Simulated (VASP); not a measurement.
The system is TiB2.

```
Ti B
1.0
     3.02920    0.00000    0.00000
    -1.51460    2.62336    0.00000
     0.00000    0.00000    3.22840
Ti B
1 2
Cartesian
  0.0000 0.0000 0.0000
  1.5146 0.8745 1.6142
  0.0000 1.7489 1.6142
```

* Program: VASP 6.6.1
* Task: relaxation of cell and atoms
* Functional: PBEsol
* Potentials or basis: VASP PAW PBE potentials, release 64 (Ti_sv, B)
* Cutoff: 600 eV
* k mesh: 10 × 10 × 8
* Occupations: fermi-dirac, width 0.05 eV
* Spin: no spin polarisation

At the start: pressure -4.7 GPa; volume 8.55 Å³/atom.

Task: Where does the relaxation end?

Result: Over 4 steps the energy falls by 2.8 meV/atom and the volume is 8.39 Å³/atom (-1.9 %); space group P6/mmm (No. 191, to 0.05 Å).

The path:
```
step  energy change (eV)  largest force (eV/Å)  pressure (GPa)  volume (Å³)
   1              0.0000                0.0000           -4.73        25.66
   2             -0.0020                0.0000            4.80        24.73
   3             -0.0080                0.0000            0.25        25.15
   4             -0.0085                0.0000            0.02        25.16
```

Final structure:
```cif
data_structure
_symmetry_space_group_name_H-M 'P 1'
_symmetry_Int_Tables_number 1
_cell_length_a 3.0178
_cell_length_b 3.0178
_cell_length_c 3.1897
_cell_angle_alpha 90.000
_cell_angle_beta 90.000
_cell_angle_gamma 120.000
_cell_volume 25.16
loop_
_atom_site_label
_atom_site_type_symbol
_atom_site_fract_x
_atom_site_fract_y
_atom_site_fract_z
_atom_site_occupancy
Ti1 Ti 0.00000 0.00000 0.00000 1
B1 B 0.66667 0.33333 0.50000 1
B2 B 0.33333 0.66667 0.50000 1
```

Caveat: the PAW data sets were made with another functional, which shifts forces and pressure a little.
